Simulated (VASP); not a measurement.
# Cu (Fm-3m) in VASP: a series of runs

Cu is run at these levels: r2SCAN+rVV10; tasks: single point.

Everything below comes from runs of VASP 6.6.1. Logs are shortened: lines on timing, memory, paths and dates and some standing lists are left out, and cuts for length are marked.

## (1) The cell of the first run

Symmetry: Fm-3m, No. 225, cubic system. The conventional cell has a = 3.615 Å, b = 3.615 Å, c = 3.615 Å, α = 90.00°, β = 90.00°, γ = 90.00°. Within 3.4 Å of Cu (site symmetry m-3m) lie 12 Cu at 2.56 Å.

## (2) Single point, r2SCAN+rVV10

The input, POSCAR:

```
Cu
1.0
    0.0000000000      1.8075000000      1.8075000000
    1.8075000000      0.0000000000      1.8075000000
    1.8075000000      1.8075000000      0.0000000000
Cu
1
Direct
    0.0000000000      0.0000000000      0.0000000000
```

The input, INCAR.step1:

```
PREC     = Accurate       # precision mode
ENCUT    = 520            # plane-wave cutoff, eV
ISMEAR   = 0              # smearing method
SIGMA    = 0.1            # smearing width, eV
LREAL    = F              # projectors in reciprocal space
LASPH    = T              # aspherical terms in the spheres
NELM     = 80             # most SCF steps
NBANDS   = 12             # bands
GGA      = PE             # functional
ALGO     = Normal         # electronic algorithm
EDIFF    = 1E-4           # SCF threshold, eV
LWAVE    = T              # write WAVECAR
LCHARG   = F              # write CHGCAR
```

The input, INCAR.step2:

```
PREC     = Accurate       # precision mode
ENCUT    = 520            # plane-wave cutoff, eV
EDIFF    = 1E-6           # SCF threshold, eV
ISMEAR   = 0              # smearing method
SIGMA    = 0.1            # smearing width, eV
LREAL    = F              # projectors in reciprocal space
LASPH    = T              # aspherical terms in the spheres
NELM     = 80             # most SCF steps
ALGO     = Normal         # electronic algorithm
ISIF     = 2              # what is computed and relaxed
LWAVE    = F              # write WAVECAR
LCHARG   = T              # write CHGCAR
METAGGA  = R2SCAN         # meta-GGA
LMIXTAU  = T            
LUSE_VDW = T            
IVDW_NL  = 2            
BPARAM   = 11.95        
CPARAM   = 0.0093       
LELF     = T              # ELF
LVHAR    = T            
NBANDS   = 12             # bands
ISTART   = 1
```

The input, KPOINTS:

```
Automatic mesh
0
Gamma
  8 8 8
```

Potentials or basis: VASP PAW PBE potentials, release 64 (Cu).

Launch:

```
$ cat potpaw_PBE.64/Cu/POTCAR > POTCAR
$ cp INCAR.step1 INCAR
$ mpirun -np 1 vasp_std > vasp.out
$ cp INCAR.step2 INCAR
$ mpirun -np 1 vasp_std > vasp.out
```

OUTCAR:

```text
PREC = Accurate
   ENCUT = 520
   EDIFF = 1E-6
   ISMEAR = 0
   LREAL = F
   LASPH = T
   NELM = 80
   ISIF = 2
   METAGGA = R2SCAN
   IVDW_NL = 2
   BPARAM = 11.95
   ISTART = 1

 ion  position               nearest neighbor table
   1  0.000  0.000  0.000-

  LATTYP: Found a face centered cubic cell.
 ALAT       =     3.6150000000

  Lattice vectors:

 A1 = (   0.0000000000,   1.8075000000,   1.8075000000)
 A2 = (   1.8075000000,   0.0000000000,   1.8075000000)
 A3 = (   1.8075000000,   1.8075000000,   0.0000000000)

Analysis of symmetry for initial positions (statically):
[... 33 lines left out ...]
                                     Primitive cell

  volume of cell :      11.8104

  direct lattice vectors                    reciprocal lattice vectors
     0.000000000  1.807500000  1.807500000    -0.276625173  0.276625173  0.276625173
     1.807500000  0.000000000  1.807500000     0.276625173 -0.276625173  0.276625173
     1.807500000  1.807500000  0.000000000     0.276625173  0.276625173 -0.276625173

  length of vectors
     2.556191014  2.556191014  2.556191014     0.479128854  0.479128854  0.479128854

  position of ions in fractional coordinates (direct lattice)
     0.000000000  0.000000000  0.000000000

  ion indices of the primitive-cell ions
   primitive index   ion index
                 1           1

----------------------------------------------------------------------------------------

 KPOINTS: Automatic mesh

Automatic generation of k-mesh.
 Grid dimensions read from file:
 generate k-points for:    8    8    8

 Generating k-lattice:

  Cartesian coordinates                     Fractional coordinates (reciprocal lattice)
    -0.034578147  0.034578147  0.034578147     0.125000000  0.000000000  0.000000000
     0.034578147 -0.034578147  0.034578147     0.000000000  0.125000000  0.000000000
     0.034578147  0.034578147 -0.034578147     0.000000000  0.000000000  0.125000000

  Length of vectors
     0.059891107  0.059891107  0.059891107

  Shift w.r.t. Gamma in fractional coordinates (k-lattice)
     0.000000000  0.000000000  0.000000000

 Subroutine IBZKPT returns following result:
 ===========================================

[... 42 lines left out ...]
   LNONCOLLINEAR =      F non collinear calculations
   LSORBIT =      F    spin-orbit coupling
   LASPH  =      T    aspherical Exc in radial PAW
   ENCUT  =  520.0 eV  38.22 Ry    6.18 a.u.   4.75  4.75  4.75*2*pi/ulx,y,z
   NELM   =     80;   NELMIN=  2; NELMDL=  0     # of ELM steps
   EDIFF  = 0.1E-05   stopping-criterion for ELM
   LREAL  =      F    real-space projection
   EDIFFG = 0.1E-04   stopping-criterion for IOM
   NSW    =      0    number of steps for IOM
   IBRION =     -1    ionic relax: 0-MD 1-quasi-New 2-CG
   NFREE  =      0    steps in history (QN), initial steepest desc. (CG)
   ISIF   =      2    stress and relaxation
   ISYM   =      2    0-nonsym 1-usesym 2-fastsym
   POTIM  = 0.5000    time-step for ionic-motion
   TEBEG  =    0.0;   TEEND  =   0.0 temperature during run
   PSTRESS=    0.0 pullay stress
   NELECT =      11.0000    total number of electrons
   NUPDOWN=      -1.0000    fix difference up-down
   EMIN   =  10.00;   EMAX   =-10.00  energy-range for DOS
   EFERMI =   0.00;   METHOD = LEGACY
   ISMEAR =     0;   SIGMA  =   0.10  broadening in eV -4-tet -1-fermi 0-gaus
   EFERMI_NEDOS =   21; number of points for ismear=-14 and -15
   IALGO  =     38    algorithm
   IMIX   =      4    mixing-type and parameters
     AMIX     =   0.40;   BMIX     =  1.00
     AMIX_MAG =   1.60;   BMIX_MAG =  1.00
  volume/ion in A,a.u.               =      11.81        79.70
  Fermi-wavevector in a.u.,A,eV,Ry     =   1.598763  3.021224 34.777078  2.556043
  Thomas-Fermi vector in A             =   2.696162
   LORBIT       =      0    0 simple, 1 ext, 2 COOP (PROOUT), +10 PAW based schemes
   METAGGA = R2SCAN    functional components
   LHFCALC =     F    Hartree Fock is set to
   AEXX    =    0.0000 exact exchange contribution
   IVDW_NL    =     2    kernel type
   BPARAM     =11.9500
   IVDW    =     0    specifies the selected vdW correction
   LEPSILON=     F    determine dielectric tensor
   LRPA    =     F    only Hartree local field effects (RPA)
 non-spin polarized calculation
 Gauss-broadening in eV      SIGMA  =   0.10
  energy-cutoff  :      520.00
  volume of cell :       11.81
 maximum number of plane-waves:       332
   NGX =  9   NGY =  9   NGZ =  9

 number of electron      11.0000001 magnetization

 Free energy of the ion-electron system (eV)
  ---------------------------------------------------
  ext. energy  EPLUGINS =         0.00000000
  ---------------------------------------------------
  free energy    TOTEN  =       -10.49715375 eV

  energy without entropy =      -10.49405070  energy(sigma->0) =      -10.49560223

 E-fermi :   7.2974     XC(G=0): -13.7690

 val. band max:        7.2232124508   @ k =   0.5000   0.2500   0.1250
 cond. band min:       7.4966481602   @ k =   0.5000   0.1250   0.0000
 fundamental gap:      0.2734357094
 Fermi energy:         7.2974244057

 k-point     1 :       0.0000    0.0000    0.0000
  band No.  band energies     occupation
      1      -2.3002      2.00000
      2       4.2627      2.00000
      3       4.2628      2.00000
      4       4.2628      2.00000
      5       5.0796      2.00000
      6       5.0796      2.00000
      7      30.7537      0.00000
      8      33.7803      0.00000
      9      33.7803      0.00000
     10      33.7806      0.00000
     11      36.1666      0.00000
     12      36.1666      0.00000
[... 331 lines left out ...]
 k-point    24 :      -0.3750    0.2500    0.1250
  band No.  band energies     occupation
      1       2.9352      2.00000
      2       3.6255      2.00000
      3       4.1787      2.00000
      4       4.7005      2.00000
      5       5.6150      2.00000
      6       9.5468      0.00000
      7      11.8794      0.00000
      8      22.1064      0.00000
      9      22.6661      0.00000
     10      31.9781      0.00000
     11      35.7312      0.00000
     12      43.5360      0.00000

 [... further k-points ...]
[... 5 lines left out ...]
  --------------------------------------------------------------------------------------
  -------------------------------------------------------------------------------------
  Total       -0.3735004     -0.3735004     -0.3735004      0.0000000      0.0000000      0.0000000
  in kB      -50.6683416    -50.6683416    -50.6683416      0.0000000      0.0000000      0.0000000
  external PRESSURE =     -50.6683416 kB  Pullay stress =       0.0000000 kB

 VOLUME and BASIS-vectors are now :
 -----------------------------------------------------------------------------
  energy-cutoff  :      520.00
  volume of cell :       11.81
      direct lattice vectors                 reciprocal lattice vectors
     0.000000000  1.807500000  1.807500000    -0.276625173  0.276625173  0.276625173
     1.807500000  0.000000000  1.807500000     0.276625173 -0.276625173  0.276625173
     1.807500000  1.807500000  0.000000000     0.276625173  0.276625173 -0.276625173

 POSITION                                       TOTAL-FORCE (eV/Angst)
 -----------------------------------------------------------------------------------
      0.00000      0.00000      0.00000        -0.000000      0.000000     -0.000000
 -----------------------------------------------------------------------------------
    total drift:                               -0.000000     -0.000000     -0.000000

  FREE ENERGIE OF THE ION-ELECTRON SYSTEM (eV)
  ---------------------------------------------------
  free  energy   TOTEN  =       -10.4971537504 eV

  energy  without entropy=      -10.4940507032  energy(sigma->0) =      -10.49560223
```

OSZICAR.step1:

```text
N       E                     dE             d eps       ncg     rms          rms(c)
DAV:   1     0.444925456939E+02    0.44493E+02   -0.54519E+03   772   0.156E+03
DAV:   2    -0.322616392819E+01   -0.47719E+02   -0.44369E+02   724   0.208E+02
DAV:   3    -0.459195587354E+01   -0.13658E+01   -0.13628E+01   800   0.404E+01
DAV:   4    -0.459984461591E+01   -0.78887E-02   -0.78880E-02   844   0.274E+00
DAV:   5    -0.459991704436E+01   -0.72428E-04   -0.72427E-04   776   0.268E-01    0.771E+00
DAV:   6    -0.408777297311E+01    0.51214E+00   -0.14444E+01   832   0.722E+01    0.398E+00
DAV:   7    -0.370835989670E+01    0.37941E+00   -0.23360E+00   828   0.288E+01    0.549E-01
DAV:   8    -0.369829790779E+01    0.10062E-01   -0.56108E-03   836   0.131E+00    0.346E-01
DAV:   9    -0.369623136534E+01    0.20665E-02   -0.13112E-02   852   0.197E+00    0.364E-02
DAV:  10    -0.369622652412E+01    0.48412E-05   -0.56384E-05   444   0.139E-01
   1 F= -.36962265E+01 E0= -.36946743E+01  d E =-.310444E-02
```

Run time: 20 s. Hardware: 1 thread of AMD EPYC 9R45 (Zen 5), shared host; peak memory 0.15 GiB.

Results:

```yaml
Free_energy: -10.4972 eV
Pressure: -5.1 GPa
```

Levels at points of the mesh, in eV from the Fermi level:
| k point | band 4 | band 5 | band 6 | band 7 | band 8 | band 9 |
| --- | --- | --- | --- | --- | --- | --- |
| (0.00, 0.00, 0.00) | -3.03 | -2.22 | -2.22 | 23.46 | 26.48 | 26.48 |
| (0.50, 0.00, 0.00) | -1.63 | -1.63 | -0.98 | 4.06 | 21.96 | 23.21 |
| (0.50, 0.50, 0.00) | -1.48 | -1.48 | 1.66 | 7.51 | 13.83 | 13.83 |

Caveat: the k points lie up to 0.38 Å⁻¹ apart; the PAW data sets were made with another functional, which shifts forces and pressure a little.

## (3) Single point, r2SCAN+rVV10

This run uses another cell than the first one, of 10.25 Å³/atom, 0.868 times its volume.

The input, POSCAR:

```
Cu
1.0
    0.0000000000      1.7240330235      1.7240330235
    1.7240330235      0.0000000000      1.7240330235
    1.7240330235      1.7240330235      0.0000000000
Cu
1
Direct
    0.0000000000      0.0000000000      0.0000000000
```

The input, INCAR.step1:

```
PREC = Accurate
ENCUT = 520
ISMEAR = 0
SIGMA = 0.1
LREAL = False
LASPH = True
NELM = 80
NBANDS = 12
GGA = PE
ALGO = Normal
EDIFF = 1E-4
LWAVE = True
LCHARG = False
```

The input, INCAR.step2:

```
PREC = Accurate
ENCUT = 520
EDIFF = 1E-6
ISMEAR = 0
SIGMA = 0.1
LREAL = False
LASPH = True
NELM = 80
ALGO = Normal
ISIF = 2
LWAVE = False
LCHARG = True
METAGGA = R2SCAN
LMIXTAU = True
LUSE_VDW = True
IVDW_NL = 2
BPARAM = 11.95
CPARAM = 0.0093
LELF = True
LVHAR = True
NBANDS = 12
ISTART = 1
```

The input, KPOINTS:

```
Automatic mesh
0
Gamma
  20 20 20
```

Potentials or basis: VASP PAW PBE potentials, release 64 (Cu).

Launch:

```
$ cat potpaw_PBE.64/Cu/POTCAR > POTCAR
$ cp INCAR.step1 INCAR
$ mpirun -np 1 vasp_std > vasp.out
$ cp INCAR.step2 INCAR
$ mpirun -np 1 vasp_std > vasp.out
```

Run time: 72 s. Hardware: 1 thread of AMD EPYC 9R45 (Zen 5), shared host; peak memory 0.15 GiB.

It converged, with:

| Item | Value |
| --- | --- |
| Free energy | -10.4673 eV |
| Pressure | 22.3 GPa |

Levels at points of the mesh, in eV from the Fermi level:
| k point | band 4 | band 5 | band 6 | band 7 | band 8 | band 9 |
| --- | --- | --- | --- | --- | --- | --- |
| (0.00, 0.00, 0.00) | -3.61 | -2.59 | -2.59 | 24.54 | 28.73 | 28.73 |
| (0.50, 0.00, 0.00) | -1.86 | -1.86 | -1.50 | 4.77 | 22.97 | 25.51 |
| (0.50, 0.50, 0.00) | -1.67 | -1.67 | 1.48 | 8.49 | 14.95 | 14.95 |

Caveat: the PAW data sets were made with another functional, which shifts forces and pressure a little.

## (4) Single point, r2SCAN+rVV10

This run uses another cell than the first one, of 10.25 Å³/atom, 0.868 times its volume.

POSCAR is that of step 3.

The input, INCAR.step1:

```
SYSTEM = Cu
PREC = Accurate ; ENCUT = 520
ISMEAR = 0 ; SIGMA = 0.1
LREAL = .FALSE. ; LASPH = .TRUE.
NELM = 100 ; NBANDS = 12
GGA = PE ; ALGO = Normal
EDIFF = 1E-4 ; LWAVE = .TRUE.
LCHARG = .FALSE.
```

The input, INCAR.step2:

```
SYSTEM = Cu
PREC = Accurate ; ENCUT = 520
EDIFF = 1E-6 ; ISMEAR = 0
SIGMA = 0.1 ; LREAL = .FALSE.
LASPH = .TRUE. ; NELM = 100
ALGO = Normal ; ISIF = 2
LWAVE = .FALSE. ; LCHARG = .TRUE.
METAGGA = R2SCAN ; LMIXTAU = .TRUE.
LUSE_VDW = .TRUE. ; IVDW_NL = 2
BPARAM = 11.95 ; CPARAM = 0.0093
LELF = .TRUE. ; LVHAR = .TRUE.
NBANDS = 12 ; ISTART = 1
```

The input, KPOINTS:

```
regular mesh
0
G
  20 20 20
  0 0 0
```

Launch:

```
$ cat potpaw_PBE.64/Cu/POTCAR > POTCAR
$ cp INCAR.step1 INCAR
$ mpirun -np 1 vasp_std > vasp.out
$ cp INCAR.step2 INCAR
$ mpirun -np 1 vasp_std > vasp.out
```

It took 72 s on 1 thread of AMD EPYC 9R45 (Zen 5), shared host; peak memory 0.15 GiB.

Results (log left out):

```
Free energy : -10.4673 eV
Pressure    : 22.3 GPa
```

Levels at points of the mesh, in eV from the Fermi level:
| k point | band 3 | band 4 | band 5 | band 6 | band 7 | band 8 | band 9 | band 10 |
| --- | --- | --- | --- | --- | --- | --- | --- | --- |
| (0.00, 0.00, 0.00) | -3.61 | -3.61 | -2.59 | -2.59 | 24.54 | 28.73 | 28.73 | 28.73 |
| (0.50, 0.00, 0.00) | -3.67 | -1.86 | -1.86 | -1.50 | 4.77 | 22.97 | 25.51 | 25.51 |
| (0.50, 0.50, 0.00) | -1.90 | -1.67 | -1.67 | 1.48 | 8.49 | 14.95 | 14.95 | 19.70 |

Caveat: the PAW data sets were made with another functional, which shifts forces and pressure a little.

## (5) Single point, r2SCAN+rVV10

The input, POSCAR:

```
Cu
1.0
    0.0000000000      1.8075000000      1.8075000000
    1.8075000000      0.0000000000      1.8075000000
    1.8075000000      1.8075000000      0.0000000000
Cu
1
Direct
    0.0000000000      0.0000000000      0.0000000000
```

The input, INCAR.step1:

```
PREC     = Accurate       # precision mode
ENCUT    = 770            # plane-wave cutoff, eV
ISMEAR   = 0              # smearing method
SIGMA    = 0.1            # smearing width, eV
LREAL    = F              # projectors in reciprocal space
LASPH    = T              # aspherical terms in the spheres
NELM     = 120            # most SCF steps
NBANDS   = 16             # bands
GGA      = PE             # functional
ALGO     = Normal         # electronic algorithm
EDIFF    = 1E-5           # SCF threshold, eV
LWAVE    = T              # write WAVECAR
LCHARG   = F              # write CHGCAR
GGA_COMPAT= F
```

The input, INCAR.step2:

```
PREC     = Accurate       # precision mode
ENCUT    = 770            # plane-wave cutoff, eV
EDIFF    = 1E-6           # SCF threshold, eV
ISMEAR   = 0              # smearing method
SIGMA    = 0.1            # smearing width, eV
LREAL    = F              # projectors in reciprocal space
LASPH    = T              # aspherical terms in the spheres
NELM     = 120            # most SCF steps
ALGO     = Normal         # electronic algorithm
ISIF     = 2              # what is computed and relaxed
LWAVE    = F              # write WAVECAR
LCHARG   = T              # write CHGCAR
METAGGA  = R2SCAN         # meta-GGA
LMIXTAU  = T            
LUSE_VDW = T            
IVDW_NL  = 2            
BPARAM   = 11.95        
CPARAM   = 0.0093       
LELF     = T              # ELF
LVHAR    = T            
NBANDS   = 16             # bands
ISTART   = 1            
GGA_COMPAT= F
```

The input, KPOINTS:

```
Automatic mesh
0
Gamma
  8 8 8
```

Potentials or basis: VASP PAW PBE potentials, release 64 (Cu_sv_GW).

Launch:

```
$ cat potpaw_PBE.64/Cu_sv_GW/POTCAR > POTCAR
$ cp INCAR.step1 INCAR
$ mpirun -np 1 vasp_std > vasp.out
$ cp INCAR.step2 INCAR
$ mpirun -np 1 vasp_std > vasp.out
```

It took 56 s on 1 thread of AMD EPYC 9R45 (Zen 5), shared host; peak memory 0.18 GiB.

It converged, with:

| Item | Value |
| --- | --- |
| Free energy | -10.2880 eV |
| Pressure | -8.8 GPa |

Levels at points of the mesh, in eV from the Fermi level:
```csv
k point,band 8,band 9,band 10,band 11,band 12,band 13
"(0.00, 0.00, 0.00)",-3.01,-2.19,-2.19,23.46,26.42,26.42
"(0.50, 0.00, 0.00)",-1.59,-1.59,-1.06,4.05,21.96,23.12
"(0.50, 0.50, 0.00)",-1.44,-1.44,1.57,7.50,13.75,13.75
```

Caveat: the k points lie up to 0.38 Å⁻¹ apart; the PAW data sets were made with another functional, which shifts forces and pressure a little.

## (6) Summary

```tsv
potentials or basis	cell	k mesh	cutoff (eV)	second run	gap on the mesh (eV)	pressure (GPa)
VASP PAW PBE potentials, release 64 (Cu)	a = 2.556 Å, angles 60.0°, 1 atom	8 × 8 × 8	520	-	none	-5.1
VASP PAW PBE potentials, release 64 (Cu)	a = 2.438 Å, angles 60.0°, 1 atom	20 × 20 × 20	520	-	none	22.3
VASP PAW PBE potentials, release 64 (Cu_sv_GW)	a = 2.556 Å, angles 60.0°, 1 atom	8 × 8 × 8	770	valence_matched	none	-8.8
```

Alike in all rows: task single point; level r2SCAN+rVV10; no spin polarisation; smearing gaussian 0.1 eV.

Caveats: some runs use coarse meshes; the PAW data sets were made with another functional, which shifts forces and pressure a little.

Total energies depend on the potentials used, so only differences within one code and one set of settings carry meaning.
